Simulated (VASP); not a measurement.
# MgO (Fm-3m) in VASP: notebook

MgO is run at these levels: PBE; tasks: single point.

Everything below comes from runs of VASP 6.6.1. Logs are shortened: lines on timing, memory, paths and dates and some standing lists are left out, and cuts for length are marked.

### Step 1. The cell of the first run

The structure is cubic, space group Fm-3m (No. 225). The conventional cell has a = 4.253 Å, b = 4.253 Å, c = 4.253 Å, α = 90.00°, β = 90.00°, γ = 90.00°. Mg (site symmetry m-3m) has 6 O at 2.13 Å within 2.8 Å. Within 2.8 Å of O (site symmetry m-3m) lie 6 Mg at 2.13 Å.

### Step 2. Single point, PBE

INCAR

```
PREC = Accurate
ENCUT = 520
EDIFF = 1E-7
ISMEAR = 0
SIGMA = 0.01
LREAL = F
LASPH = T
NELM = 60
ALGO = Normal
ISIF = 2
LWAVE = F
LCHARG = F
GGA = PE
NBANDS = 11
```

KPOINTS

```
regular mesh
0
Gamma
  8 8 8
```

POSCAR

```
MgO
1.0
    0.0000000000      2.1267050333      2.1267050333
    2.1267050333      0.0000000000      2.1267050333
    2.1267050333      2.1267050333      0.0000000000
Mg O
1 1
Direct
    0.0000000000      0.0000000000      0.0000000000
    0.5000000000      0.5000000000      0.5000000000
```

Potentials or basis: VASP PAW PBE potentials, release 64 (Mg, O).

The run is started by

```bash
$ cat potpaw_PBE.64/Mg/POTCAR potpaw_PBE.64/O/POTCAR > POTCAR
$ mpirun -np 1 vasp_std > vasp.out
```

OUTCAR:

```text
PREC = Accurate
   ENCUT = 520
   EDIFF = 1E-7
   ISMEAR = 0
   LREAL = F
   LASPH = T
   NELM = 60
   ISIF = 2
   GGA = PE

 ion  position               nearest neighbor table
   1  0.000  0.000  0.000-   2 2.13   2 2.13   2 2.13   2 2.13   2 2.13   2 2.13
   2  0.500  0.500  0.500-   1 2.13   1 2.13   1 2.13   1 2.13   1 2.13   1 2.13

  LATTYP: Found a face centered cubic cell.
 ALAT       =     4.2534100666

  Lattice vectors:

 A1 = (   0.0000000000,   2.1267050333,   2.1267050333)
 A2 = (   2.1267050333,   0.0000000000,   2.1267050333)
 A3 = (   2.1267050333,   2.1267050333,   0.0000000000)

Analysis of symmetry for initial positions (statically):
=====================================================================
 Subroutine PRICEL returns:
 Original cell was already a primitive cell.

 Routine SETGRP: Setting up the symmetry group for a
 face centered cubic supercell.

 Subroutine GETGRP returns: Found 48 space group operations
 (whereof 48 operations were pure point group operations)
 out of a pool of 48 trial point group operations.

The static configuration has the point symmetry O_h .

Analysis of symmetry for dynamics (positions and initial velocities):
=====================================================================
 Subroutine PRICEL returns:
 Original cell was already a primitive cell.

 Routine SETGRP: Setting up the symmetry group for a
 face centered cubic supercell.

 Subroutine GETGRP returns: Found 48 space group operations
 (whereof 48 operations were pure point group operations)
 out of a pool of 48 trial point group operations.

The dynamic configuration has the point symmetry O_h .

 Subroutine INISYM returns: Found 48 space group operations
 (whereof 48 operations are pure point group operations),
 and found     1 'primitive' translations

----------------------------------------------------------------------------------------

                                     Primitive cell

  volume of cell :      19.2376

  direct lattice vectors                    reciprocal lattice vectors
     0.000000000  2.126705033  2.126705033    -0.235105476  0.235105476  0.235105476
     2.126705033  0.000000000  2.126705033     0.235105476 -0.235105476  0.235105476
     2.126705033  2.126705033  0.000000000     0.235105476  0.235105476 -0.235105476

  length of vectors
     3.007615101  3.007615101  3.007615101     0.407214630  0.407214630  0.407214630

  position of ions in fractional coordinates (direct lattice)
     0.000000000  0.000000000  0.000000000
     0.500000000  0.500000000  0.500000000
[... 81 lines left out ...]
   IBRION =     -1    ionic relax: 0-MD 1-quasi-New 2-CG
   NFREE  =      0    steps in history (QN), initial steepest desc. (CG)
   ISIF   =      2    stress and relaxation
   ISYM   =      2    0-nonsym 1-usesym 2-fastsym
   POTIM  = 0.5000    time-step for ionic-motion
   TEBEG  =    0.0;   TEEND  =   0.0 temperature during run
   PSTRESS=    0.0 pullay stress
   NELECT =       8.0000    total number of electrons
   NUPDOWN=      -1.0000    fix difference up-down
   EMIN   =  10.00;   EMAX   =-10.00  energy-range for DOS
   EFERMI =   0.00;   METHOD = LEGACY
   ISMEAR =     0;   SIGMA  =   0.01  broadening in eV -4-tet -1-fermi 0-gaus
   EFERMI_NEDOS =   21; number of points for ismear=-14 and -15
   IALGO  =     38    algorithm
   IMIX   =      4    mixing-type and parameters
     AMIX     =   0.40;   BMIX     =  1.00
     AMIX_MAG =   1.60;   BMIX_MAG =  1.00
  volume/ion in A,a.u.               =       9.62        64.91
  Fermi-wavevector in a.u.,A,eV,Ry     =   1.221952  2.309155 20.315775  1.493167
  Thomas-Fermi vector in A             =   2.357116
   LORBIT       =      0    0 simple, 1 ext, 2 COOP (PROOUT), +10 PAW based schemes
   GGA     = PE    functional components
   LHFCALC =     F    Hartree Fock is set to
   AEXX    =    0.0000 exact exchange contribution
   IVDW    =     0    specifies the selected vdW correction
   LEPSILON=     F    determine dielectric tensor
   LRPA    =     F    only Hartree local field effects (RPA)
 non-spin polarized calculation
 Gauss-broadening in eV      SIGMA  =   0.01
  energy-cutoff  :      520.00
  volume of cell :       19.24
 maximum number of plane-waves:       534
 NGX is ok and might be reduce to    24
   NGX = 11   NGY = 11   NGZ = 11

 number of electron       8.0000004 magnetization

 Free energy of the ion-electron system (eV)
  ---------------------------------------------------
  ext. energy  EPLUGINS =         0.00000000
  ---------------------------------------------------
  free energy    TOTEN  =       -11.91167373 eV

  energy without entropy =      -11.91167373  energy(sigma->0) =      -11.91167373

 E-fermi :   3.0690     XC(G=0): -10.9406

 val. band max:        2.9703988856   @ k =   0.0000   0.0000   0.0000
 cond. band min:       7.4169392568   @ k =   0.0000   0.0000   0.0000
 fundamental gap:      4.4465403712
 Fermi energy:         3.0689764048

 k-point     1 :       0.0000    0.0000    0.0000
  band No.  band energies     occupation
      1     -14.1454      2.00000
      2       2.9704      2.00000
      3       2.9704      2.00000
      4       2.9704      2.00000
      5       7.4169      0.00000
      6      18.6038      0.00000
      7      18.6038      0.00000
      8      18.6038      0.00000
      9      22.4441      0.00000
     10      24.1846      0.00000
     11      24.1846      0.00000
[... 309 lines left out ...]
 k-point    24 :      -0.3750    0.2500    0.1250
  band No.  band energies     occupation
      1     -12.7901      2.00000
      2      -0.9165      2.00000
      3       1.1006      2.00000
      4       2.0225      2.00000
      5      12.4357      0.00000
      6      14.8847      0.00000
      7      16.1539      0.00000
      8      19.5113      0.00000
      9      23.1521      0.00000
     10      24.6570      0.00000
     11      28.6630      0.00000

 [... further k-points ...]
[... 5 lines left out ...]
  --------------------------------------------------------------------------------------
  -------------------------------------------------------------------------------------
  Total       -0.0830217     -0.0830217     -0.0830217      0.0000000      0.0000000     -0.0000000
  in kB       -6.9143325     -6.9143325     -6.9143325      0.0000000      0.0000000     -0.0000000
  external PRESSURE =      -6.9143325 kB  Pullay stress =       0.0000000 kB

 VOLUME and BASIS-vectors are now :
 -----------------------------------------------------------------------------
  energy-cutoff  :      520.00
  volume of cell :       19.24
      direct lattice vectors                 reciprocal lattice vectors
     0.000000000  2.126705033  2.126705033    -0.235105476  0.235105476  0.235105476
     2.126705033  0.000000000  2.126705033     0.235105476 -0.235105476  0.235105476
     2.126705033  2.126705033  0.000000000     0.235105476  0.235105476 -0.235105476

 POSITION                                       TOTAL-FORCE (eV/Angst)
 -----------------------------------------------------------------------------------
      0.00000      0.00000      0.00000        -0.000000     -0.000000      0.000000
      2.12671      2.12671      2.12671         0.000000      0.000000     -0.000000
 -----------------------------------------------------------------------------------
    total drift:                               -0.000000     -0.000000      0.000000

  FREE ENERGIE OF THE ION-ELECTRON SYSTEM (eV)
  ---------------------------------------------------
  free  energy   TOTEN  =       -11.9116737266 eV

  energy  without entropy=      -11.9116737266  energy(sigma->0) =      -11.91167373
```

OSZICAR:

```text
N       E                     dE             d eps       ncg     rms          rms(c)
DAV:   1     0.143726024263E+02    0.14373E+02   -0.47475E+03   710   0.647E+02
DAV:   2    -0.127834510987E+02   -0.27156E+02   -0.26549E+02   745   0.134E+02
DAV:   3    -0.134667065909E+02   -0.68326E+00   -0.68268E+00   769   0.187E+01
DAV:   4    -0.134683961355E+02   -0.16895E-02   -0.16895E-02   710   0.106E+00
DAV:   5    -0.134684016731E+02   -0.55376E-05   -0.55376E-05   737   0.600E-02    0.719E+00
DAV:   6    -0.119312339313E+02    0.15372E+01   -0.90140E+00   662   0.163E+01    0.227E+00
DAV:   7    -0.119177169894E+02    0.13517E-01   -0.59563E-02   692   0.215E+00    0.135E+00
DAV:   8    -0.119120783741E+02    0.56386E-02   -0.29680E-02   665   0.192E+00    0.246E-01
DAV:   9    -0.119116870472E+02    0.39133E-03   -0.57171E-04   728   0.168E-01    0.139E-01
DAV:  10    -0.119116717521E+02    0.15295E-04   -0.49212E-04   695   0.166E-01    0.771E-03
DAV:  11    -0.119116738546E+02   -0.21025E-05   -0.29725E-06   725   0.136E-02    0.577E-03
DAV:  12    -0.119116737361E+02    0.11847E-06   -0.63562E-07   704   0.600E-03    0.568E-04
DAV:  13    -0.119116737266E+02    0.94885E-08   -0.58266E-08   376   0.139E-03
   1 F= -.11911674E+02 E0= -.11911674E+02  d E =-.207118E-46
```

Run time: 6.8 s. Hardware: 1 thread of AMD EPYC 7R13 (Zen 3), shared host; peak memory 0.11 GiB.

Results:

| Quantity | Value |
| --- | --- |
| Free energy | -11.9117 eV |
| Pressure | -0.7 GPa |
| Band gap on the k mesh | 4.45 eV, direct |

A hybrid or GW would open this gap; PBE tends to underestimate it.

### Step 3. Single point, PBE (volume changed by -6%)

INCAR

```
SYSTEM = MgO
PREC = Accurate
ENCUT = 520
EDIFF = 1E-7
ISMEAR = 0
SIGMA = 0.01
LREAL = .False.
LASPH = .True.
NELM = 60
ALGO = Normal
ISIF = 2
LWAVE = .False.
LCHARG = .False.
GGA = PE
NBANDS = 11
```

KPOINTS

```
Automatic mesh
0
Gamma
  8 8 8
  0 0 0
```

POSCAR

```
MgO
1.0
    0.0000000000      2.0832907079      2.0832907079
    2.0832907079      0.0000000000      2.0832907079
    2.0832907079      2.0832907079      0.0000000000
Mg O
1 1
Direct
    0.0000000000      0.0000000000      0.0000000000
    0.5000000000      0.5000000000      0.5000000000
```

Potentials or basis: VASP PAW PBE potentials, release 64 (Mg, O).

The run is started by

```bash
$ cat potpaw_PBE.64/Mg/POTCAR potpaw_PBE.64/O/POTCAR > POTCAR
$ mpirun -np 1 vasp_std > vasp.out
```

Run time: 7.2 s. Hardware: 1 thread of AMD EPYC 7R13 (Zen 3), shared host; peak memory 0.11 GiB.

The run converged. Its results:

```yaml
Free_energy: -11.8793 eV
Pressure: 9.8 GPa
Band_gap_on_the_k_mesh: 5.05 eV, direct
```

Levels at points of the mesh, in eV from the valence-band top:
| k point | band 2 | band 3 | band 4 | band 5 | band 6 | band 7 |
| --- | --- | --- | --- | --- | --- | --- |
| (0.00, 0.00, 0.00) | 0.00 | 0.00 | 0.00 | 5.05 | 15.98 | 15.98 |
| (0.50, 0.00, 0.00) | -4.76 | -0.69 | -0.69 | 8.11 | 12.98 | 16.65 |
| (0.50, 0.50, 0.00) | -4.22 | -1.39 | -1.39 | 9.16 | 10.33 | 13.45 |

### Step 4. Single point, PBE (volume changed by -3%)

INCAR

```
  PREC = Accurate
  ENCUT = 520
  EDIFF = 1E-7
  ISMEAR = 0
  SIGMA = 0.01
  LREAL = False
  LASPH = True
  NELM = 60
  ALGO = Normal
  ISIF = 2
  LWAVE = False
  LCHARG = False
  GGA = PE
  NBANDS = 11
```

KPOINTS

```
Automatic mesh
0
Gamma
  8 8 8
```

POSCAR

```
MgO
1.0
    0.0000000000      2.1052216954      2.1052216954
    2.1052216954      0.0000000000      2.1052216954
    2.1052216954      2.1052216954      0.0000000000
Mg O
1 1
Direct
    0.0000000000      0.0000000000      0.0000000000
    0.5000000000      0.5000000000      0.5000000000
```

The run is started by

```bash
$ cat potpaw_PBE.64/Mg/POTCAR potpaw_PBE.64/O/POTCAR > POTCAR
$ mpirun -np 1 vasp_std > vasp.out
```

Run time: 7.4 s. Hardware: 1 thread of AMD EPYC 7R13 (Zen 3), shared host; peak memory 0.11 GiB.

Results (log left out):

| Item | Value |
| --- | --- |
| Free energy | -11.9049 eV |
| Pressure | 4.2 GPa |
| Band gap on the k mesh | 4.74 eV, direct |

Levels at points of the mesh, in eV from the valence-band top:
```csv
k point,band 1,band 2,band 3,band 4,band 5,band 6,band 7,band 8
"(0.00, 0.00, 0.00)",-17.27,0.00,0.00,0.00,4.74,15.81,15.81,15.81
"(0.50, 0.00, 0.00)",-15.98,-4.62,-0.65,-0.65,7.90,12.62,16.32,16.32
"(0.50, 0.50, 0.00)",-15.72,-4.09,-1.35,-1.35,9.12,9.98,13.11,18.99
```

(Part 1 of 2 ends here.)
